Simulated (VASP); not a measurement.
# MgTiS3 (Pm-3m) in VASP: further runs

The runs below take MgTiS3 through single point, relaxation of cell and atoms, with PBEsol.

Program: VASP 6.6.1. These are calculated values, not measurements. Logs are shortened: lines on timing, memory, paths and dates and some standing lists are left out, and cuts for length are marked.

## (1) The cell of the first run

The structure is cubic, space group Pm-3m (No. 221). The conventional cell has a = 4.647 Å, b = 4.647 Å, c = 4.647 Å, α = 90.00°, β = 90.00°, γ = 90.00°. Within 4.3 Å of Mg (site symmetry m-3m) lie 12 S at 3.29 Å and 8 Ti at 4.02 Å. Within 3.1 Å of Ti (site symmetry m-3m) lie 6 S at 2.32 Å. Within 3.1 Å of S (site symmetry 4/mmm) lie 2 Ti at 2.32 Å.

## (2) Single point, PBEsol

INCAR

```
SYSTEM = MgTiS3
ALGO = Normal
EDIFF = 1E-6
ENCUT = 520
GGA = PS
ISIF = 2
ISMEAR = -1
LASPH = .TRUE.
LCHARG = .FALSE.
LREAL = .FALSE.
LWAVE = .FALSE.
NBANDS = 24
NELM = 100
PREC = Accurate
SIGMA = 0.03
```

KPOINTS

```
k-points
0
G
  4 4 4
  0 0 0
```

POSCAR

```
MgTiS3
1.0
    4.6474205374      0.0000000000      0.0000000000
    0.0000000000      4.6474205374      0.0000000000
    0.0000000000      0.0000000000      4.6474205374
Mg Ti S
1 1 3
Direct
    0.0000000000      0.0000000000      0.0000000000
    0.5000000000      0.5000000000      0.5000000000
    0.5000000000      0.5000000000      0.0000000000
    0.5000000000      0.0000000000      0.5000000000
    0.0000000000      0.5000000000      0.5000000000
```

Potentials or basis: VASP PAW PBE potentials, release 64 (Mg, Ti_sv, S).

Started as:

```sh
$ cat potpaw_PBE.64/Mg/POTCAR potpaw_PBE.64/Ti_sv/POTCAR potpaw_PBE.64/S/POTCAR > POTCAR
$ mpirun -np 1 vasp_std > vasp.out
```

OUTCAR:

```text
SYSTEM = MgTiS3
   EDIFF = 1E-6
   ENCUT = 520
   GGA = PS
   ISIF = 2
   ISMEAR = -1
   LASPH = .TRUE.
   LREAL = .FALSE.
   NELM = 100
   PREC = Accurate

 ion  position               nearest neighbor table
   1  0.000  0.000  0.000-
   2  0.500  0.500  0.500-   3 2.32   4 2.32   5 2.32   3 2.32   4 2.32   5 2.32
   3  0.500  0.500  0.000-   2 2.32   2 2.32
   4  0.500  0.000  0.500-   2 2.32   2 2.32
   5  0.000  0.500  0.500-   2 2.32   2 2.32

  LATTYP: Found a simple cubic cell.
 ALAT       =     4.6474205374

  Lattice vectors:

 A1 = (   4.6474205374,   0.0000000000,   0.0000000000)
 A2 = (   0.0000000000,   4.6474205374,   0.0000000000)
 A3 = (   0.0000000000,   0.0000000000,   4.6474205374)

Analysis of symmetry for initial positions (statically):
=====================================================================
 Subroutine PRICEL returns:
 Original cell was already a primitive cell.

 Routine SETGRP: Setting up the symmetry group for a
 simple cubic supercell.

 Subroutine GETGRP returns: Found 48 space group operations
 (whereof 48 operations were pure point group operations)
 out of a pool of 48 trial point group operations.

The static configuration has the point symmetry O_h .

Analysis of symmetry for dynamics (positions and initial velocities):
=====================================================================
 Subroutine PRICEL returns:
 Original cell was already a primitive cell.

 Routine SETGRP: Setting up the symmetry group for a
 simple cubic supercell.

 Subroutine GETGRP returns: Found 48 space group operations
 (whereof 48 operations were pure point group operations)
 out of a pool of 48 trial point group operations.

The dynamic configuration has the point symmetry O_h .

 Subroutine INISYM returns: Found 48 space group operations
 (whereof 48 operations are pure point group operations),
 and found     1 'primitive' translations

----------------------------------------------------------------------------------------

                                     Primitive cell

  volume of cell :     100.3774

  direct lattice vectors                    reciprocal lattice vectors
     4.647420537  0.000000000  0.000000000     0.215173125  0.000000000  0.000000000
     0.000000000  4.647420537  0.000000000     0.000000000  0.215173125  0.000000000
     0.000000000  0.000000000  4.647420537     0.000000000  0.000000000  0.215173125

  length of vectors
     4.647420537  4.647420537  4.647420537     0.215173125  0.215173125  0.215173125

  position of ions in fractional coordinates (direct lattice)
     0.000000000  0.000000000  0.000000000
     0.500000000  0.500000000  0.500000000
     0.500000000  0.500000000  0.000000000
     0.500000000  0.000000000  0.500000000
     0.000000000  0.500000000  0.500000000

  ion indices of the primitive-cell ions
   primitive index   ion index
                 1           1
                 2           2
                 3           3
                 4           4
                 5           5

----------------------------------------------------------------------------------------

 KPOINTS: k-points

Automatic generation of k-mesh.
 Grid dimensions read from file:
 generate k-points for:    4    4    4

 Generating k-lattice:

  Cartesian coordinates                     Fractional coordinates (reciprocal lattice)
     0.053793281  0.000000000  0.000000000     0.250000000  0.000000000  0.000000000
     0.000000000  0.053793281  0.000000000     0.000000000  0.250000000  0.000000000
     0.000000000  0.000000000  0.053793281     0.000000000  0.000000000  0.250000000

  Length of vectors
     0.053793281  0.053793281  0.053793281

  Shift w.r.t. Gamma in fractional coordinates (k-lattice)
     0.000000000  0.000000000  0.000000000

 Subroutine IBZKPT returns following result:
 ===========================================

 Found     10 irreducible k-points:

 Following reciprocal coordinates:
            Coordinates               Weight
  0.000000  0.000000  0.000000      1.000000
  0.250000  0.000000  0.000000      6.000000
  0.500000  0.000000  0.000000      3.000000
  0.250000  0.250000  0.000000     12.000000
  0.500000  0.250000  0.000000     12.000000
  0.500000  0.500000  0.000000      3.000000
  0.250000  0.250000  0.250000      8.000000
  0.500000  0.250000  0.250000     12.000000
  0.500000  0.500000  0.250000      6.000000
  0.500000  0.500000  0.500000      1.000000
   k-points           NKPTS =     10   k-points in BZ     NKDIM =     10   number of bands    NBANDS=     24
   number of dos      NEDOS =    301   number of ions     NIONS =      5
   total plane-waves  NPLWV =  46656
   dimension x,y,z NGX =    36 NGY =   36 NGZ =   36
   dimension x,y,z NGXF=    72 NGYF=   72 NGZF=   72
   ions per type =               1   1   3
   NGX,Y,Z   is equivalent  to a cutoff of  12.88, 12.88, 12.88 a.u.
   NGXF,Y,Z  is equivalent  to a cutoff of  25.76, 25.76, 25.76 a.u.
 SYSTEM =  MgTiS3
   PREC   = accura    normal or accurate (medium, high low for compatibility)
   ISTART =      0    job   : 0-new  1-cont  2-samecut
   ICHARG =      2    charge: 1-file 2-atom 10-const
   ISPIN  =      1    spin polarized calculation?
   LNONCOLLINEAR =      F non collinear calculations
   LSORBIT =      F    spin-orbit coupling
   LASPH  =      T    aspherical Exc in radial PAW
   ENCUT  =  520.0 eV  38.22 Ry    6.18 a.u.   8.64  8.64  8.64*2*pi/ulx,y,z
   NELM   =    100;   NELMIN=  2; NELMDL= -5     # of ELM steps
   EDIFF  = 0.1E-05   stopping-criterion for ELM
   LREAL  =      F    real-space projection
   EDIFFG = 0.1E-04   stopping-criterion for IOM
   NSW    =      0    number of steps for IOM
   IBRION =     -1    ionic relax: 0-MD 1-quasi-New 2-CG
   NFREE  =      0    steps in history (QN), initial steepest desc. (CG)
   ISIF   =      2    stress and relaxation
   ISYM   =      2    0-nonsym 1-usesym 2-fastsym
   POTIM  = 0.5000    time-step for ionic-motion
   TEBEG  =    0.0;   TEEND  =   0.0 temperature during run
   PSTRESS=    0.0 pullay stress
   NELECT =      32.0000    total number of electrons
   NUPDOWN=      -1.0000    fix difference up-down
   EMIN   =  10.00;   EMAX   =-10.00  energy-range for DOS
   EFERMI =   0.00;   METHOD = LEGACY
   ISMEAR =    -1;   SIGMA  =   0.03  broadening in eV -4-tet -1-fermi 0-gaus
   EFERMI_NEDOS =   21; number of points for ismear=-14 and -15
   IALGO  =     38    algorithm
   IMIX   =      4    mixing-type and parameters
     AMIX     =   0.40;   BMIX     =  1.00
     AMIX_MAG =   1.60;   BMIX_MAG =  1.00
  volume/ion in A,a.u.               =      20.08       135.48
  Fermi-wavevector in a.u.,A,eV,Ry     =   1.118355  2.113384 17.017037  1.250717
  Thomas-Fermi vector in A             =   2.254985
   LORBIT       =      0    0 simple, 1 ext, 2 COOP (PROOUT), +10 PAW based schemes
   GGA     = PS    functional components
   LHFCALC =     F    Hartree Fock is set to
   AEXX    =    0.0000 exact exchange contribution
   IVDW    =     0    specifies the selected vdW correction
   LEPSILON=     F    determine dielectric tensor
   LRPA    =     F    only Hartree local field effects (RPA)
 non-spin polarized calculation
  energy-cutoff  :      520.00
  volume of cell :      100.38
 maximum number of plane-waves:      2730
 NGX is ok and might be reduce to    36
   NGX = 17   NGY = 17   NGZ = 17

 number of electron      32.0000000 magnetization

 Free energy of the ion-electron system (eV)
  ---------------------------------------------------
  ext. energy  EPLUGINS =         0.00000000
  ---------------------------------------------------
  free energy    TOTEN  =       -27.07708355 eV

  energy without entropy =      -27.06824971  energy(sigma->0) =      -27.07266663

 E-fermi :   4.8221     XC(G=0):  -9.7455

 val. band max:        4.7878949210   @ k =   0.2500   0.0000   0.0000
 cond. band min:       4.8249009715   @ k =   0.5000   0.0000   0.0000
 fundamental gap:      0.0370060505
 Fermi energy:         4.8220578905

 k-point     1 :       0.0000    0.0000    0.0000
  band No.  band energies     occupation
      1     -52.2536      2.00000
      2     -28.6480      2.00000
      3     -28.6480      2.00000
      4     -28.6480      2.00000
      5      -8.8886      2.00000
      6      -6.9830      2.00000
[... 16 lines left out ...]
     23       9.9101      0.00000
     24       9.9101      0.00000

 k-point     2 :       0.2500    0.0000    0.0000
  band No.  band energies     occupation
      1     -52.2534      2.00000
      2     -28.6527      2.00000
      3     -28.6479      2.00000
      4     -28.6479      2.00000
      5      -8.6439      2.00000
      6      -7.1163      2.00000
[... 16 lines left out ...]
     23       9.6379      0.00000
     24      10.6534      0.00000

 k-point     3 :       0.5000    0.0000    0.0000
  band No.  band energies     occupation
      1     -52.2533      2.00000
      2     -28.6575      2.00000
      3     -28.6478      2.00000
      4     -28.6478      2.00000
      5      -8.3021      2.00000
      6      -7.3535      2.00000
[... 16 lines left out ...]
     23       8.8076      0.00000
     24      10.1405      0.00000

 k-point     4 :       0.2500    0.2500    0.0000
  band No.  band energies     occupation
      1     -52.2533      2.00000
      2     -28.6526      2.00000
      3     -28.6526      2.00000
      4     -28.6477      2.00000
      5      -8.3972      2.00000
      6      -7.1192      2.00000
[... 16 lines left out ...]
     23       9.3287      0.00000
     24       9.5894      0.00000

 k-point     5 :       0.5000    0.2500    0.0000
  band No.  band energies     occupation
      1     -52.2532      2.00000
      2     -28.6573      2.00000
      3     -28.6525      2.00000
      4     -28.6476      2.00000
      5      -8.0459      2.00000
      6      -7.2980      2.00000
[... 16 lines left out ...]
     23       8.9852      0.00000
     24       9.9494      0.00000

 k-point     6 :       0.5000    0.5000    0.0000
  band No.  band energies     occupation
      1     -52.2531      2.00000
      2     -28.6572      2.00000
      3     -28.6572      2.00000
      4     -28.6475      2.00000
      5      -7.6487      2.00000
      6      -7.2398      2.00000
[... 16 lines left out ...]
     23      10.3350      0.00000
     24      10.3350      0.00000

 k-point     7 :       0.2500    0.2500    0.2500
  band No.  band energies     occupation
      1     -52.2532      2.00000
      2     -28.6525      2.00000
      3     -28.6525      2.00000
      4     -28.6525      2.00000
      5      -8.1517      2.00000
      6      -7.0836      2.00000
[... 16 lines left out ...]
     23       8.5928      0.00000
     24      10.9870      0.00000

 k-point     8 :       0.5000    0.2500    0.2500
  band No.  band energies     occupation
      1     -52.2531      2.00000
      2     -28.6572      2.00000
      3     -28.6524      2.00000
      4     -28.6523      2.00000
      5      -7.7977      2.00000
      6      -7.2468      2.00000
[... 16 lines left out ...]
     23       9.8760      0.00000
     24      10.2788      0.00000

 k-point     9 :       0.5000    0.5000    0.2500
  band No.  band energies     occupation
      1     -52.2530      2.00000
      2     -28.6571      2.00000
      3     -28.6571      2.00000
      4     -28.6522      2.00000
      5      -7.4136      2.00000
      6      -7.1932      2.00000
[... 16 lines left out ...]
     23      11.0133      0.00000
     24      11.0133      0.00000

 k-point    10 :       0.5000    0.5000    0.5000
  band No.  band energies     occupation
      1     -52.2529      2.00000
      2     -28.6569      2.00000
      3     -28.6569      2.00000
      4     -28.6569      2.00000
      5      -7.1448      2.00000
      6      -7.1448      2.00000
[... 16 lines left out ...]
     23      11.3538      0.00000
     24      11.3538      0.00000

------------------------ aborting loop because EDIFF is reached ----------------------------------------

  FORCE on cell =-STRESS in cart. coord.  units (eV):
  Direction    XX          YY          ZZ          XY          YZ          ZX
  --------------------------------------------------------------------------------------
  -------------------------------------------------------------------------------------
  Total       -0.0280288     -0.0280288     -0.0280288      0.0000000     -0.0000000      0.0000000
  in kB       -0.4473827     -0.4473827     -0.4473827      0.0000000     -0.0000000      0.0000000
  external PRESSURE =      -0.4473827 kB  Pullay stress =       0.0000000 kB

 VOLUME and BASIS-vectors are now :
 -----------------------------------------------------------------------------
  energy-cutoff  :      520.00
  volume of cell :      100.38
      direct lattice vectors                 reciprocal lattice vectors
     4.647420537  0.000000000  0.000000000     0.215173125  0.000000000  0.000000000
     0.000000000  4.647420537  0.000000000     0.000000000  0.215173125  0.000000000
     0.000000000  0.000000000  4.647420537     0.000000000  0.000000000  0.215173125

 POSITION                                       TOTAL-FORCE (eV/Angst)
 -----------------------------------------------------------------------------------
      0.00000      0.00000      0.00000         0.000000      0.000000      0.000000
      2.32371      2.32371      2.32371         0.000000      0.000000      0.000000
      2.32371      2.32371      0.00000         0.000000      0.000000      0.000000
      2.32371      0.00000      2.32371         0.000000      0.000000      0.000000
      0.00000      2.32371      2.32371         0.000000      0.000000      0.000000
 -----------------------------------------------------------------------------------
    total drift:                                0.000000      0.000000      0.000000

  FREE ENERGIE OF THE ION-ELECTRON SYSTEM (eV)
  ---------------------------------------------------
  free  energy   TOTEN  =       -27.0770835531 eV

  energy  without entropy=      -27.0682497095  energy(sigma->0) =      -27.07266663
```

It took 38 s on 1 thread of AMD EPYC 7R13 (Zen 3), shared host; peak memory 0.18 GiB.

Results:

```yaml
Free_energy: -27.0771 eV
Pressure: 0.0 GPa
Band_gap_on_the_k_mesh: zero (band 16 reaches 5.13 eV, above the bottom of band 17 at 4.39 eV)
```

Caveat: the PAW data sets were made with another functional, which shifts forces and pressure a little.

## (3) Relaxation of cell and atoms, PBEsol

This run uses another cell than the first one, of 29.89 Å³/atom, 1.489 times its volume.

INCAR

```
SYSTEM = MgTiS3
PREC     = Accurate       ! precision mode
ENCUT    = 600            ! plane-wave cutoff, eV
EDIFF    = 1E-7           ! SCF threshold, eV
ISMEAR   = -1             ! smearing method
SIGMA    = 0.03           ! smearing width, eV
LREAL    = .False.        ! projectors in reciprocal space
LASPH    = .True.         ! aspherical terms in the spheres
NELM     = 60             ! most SCF steps
ALGO     = Normal         ! electronic algorithm
ISIF     = 3              ! what is computed and relaxed
LWAVE    = .False.        ! write WAVECAR
LCHARG   = .False.        ! write CHGCAR
GGA      = PS             ! functional
IBRION   = 2              ! ionic algorithm
NSW      = 100            ! ionic steps
EDIFFG   = -0.01          ! ionic threshold
```

KPOINTS

```
regular mesh
0
Gamma
  4 4 4
  0 0 0
```

Edit POSCAR of step 2 so:

```diff
@@ -2,5 +2,5 @@
 1.0
-    4.6474205374      0.0000000000      0.0000000000
-    0.0000000000      4.6474205374      0.0000000000
-    0.0000000000      0.0000000000      4.6474205374
+    5.3065751200      0.0000000000      0.0000000000
+    0.0000000000      5.3065751200      0.0000000000
+    0.0000000000      0.0000000000      5.3065751200
 Mg Ti S
```

Potentials or basis: VASP PAW PBE potentials, release 64 (Mg, Ti_sv, S).

Started as:

```sh
$ cat potpaw_PBE.64/Mg/POTCAR potpaw_PBE.64/Ti_sv/POTCAR potpaw_PBE.64/S/POTCAR > POTCAR
$ mpirun -np 1 vasp_std > vasp.out
```

Wall time 2.2 min (1 thread of AMD EPYC 7R13 (Zen 3), shared host); peak memory 0.26 GiB.

It converged, with:

| Quantity | Value |
| --- | --- |
| Free energy | -27.0814 eV |
| Relaxed volume | 20.07 Å³/atom |
| Relaxed cell | a = 4.647 Å, b = 4.647 Å, c = 4.647 Å, α = 90.00°, β = 90.00°, γ = 90.00° |
| Space group after relaxing (to 0.05 Å) | Pm-3m (No. 221) |
| Energy gained by relaxing | 614.4 meV/atom |
| Ionic steps | 3 |
| Pressure after relaxing | 0.0 GPa |

Step by step:
```csv
step,energy change (eV),largest force (eV/Å),pressure (GPa),volume (Å³)
1,0.0000,0.0000,-14.06,149.43
2,-3.0702,0.0000,0.67,99.57
3,-3.0719,0.0000,0.02,100.33
```

Final structure:
```xyz
5
Lattice="4.6467 0.0000 0.0000 0.0000 4.6467 0.0000 0.0000 0.0000 4.6467" Properties=species:S:1:pos:R:3 pbc="T T T"
Mg    0.0000    0.0000    0.0000
Ti    2.3234    2.3234    2.3234
S     2.3234    2.3234    0.0000
S     2.3234    0.0000    2.3234
S     0.0000    2.3234    2.3234
```

Levels at points of the mesh, in eV from the Fermi level:
```tsv
k point	band 13	band 14	band 15	band 16	band 17	band 18	band 19	band 20
(0.00, 0.00, 0.00)	-1.28	-0.50	-0.43	-0.43	-0.43	-0.07	-0.07	-0.07
(0.50, 0.00, 0.00)	-3.16	-2.01	-0.63	-0.63	0.00	1.69	2.03	2.03
(0.50, 0.50, 0.00)	-2.68	-2.59	-2.59	0.26	1.04	2.08	2.08	2.37
(0.50, 0.50, 0.50)	-3.83	-0.78	0.31	0.31	0.31	2.01	2.01	2.01
```

Caveat: the volume moved by over 15 % at a fixed basis, so the end points are rough; the bands computed are all filled at some k points, so no gap is given; the PAW data sets were made with another functional, which shifts forces and pressure a little.
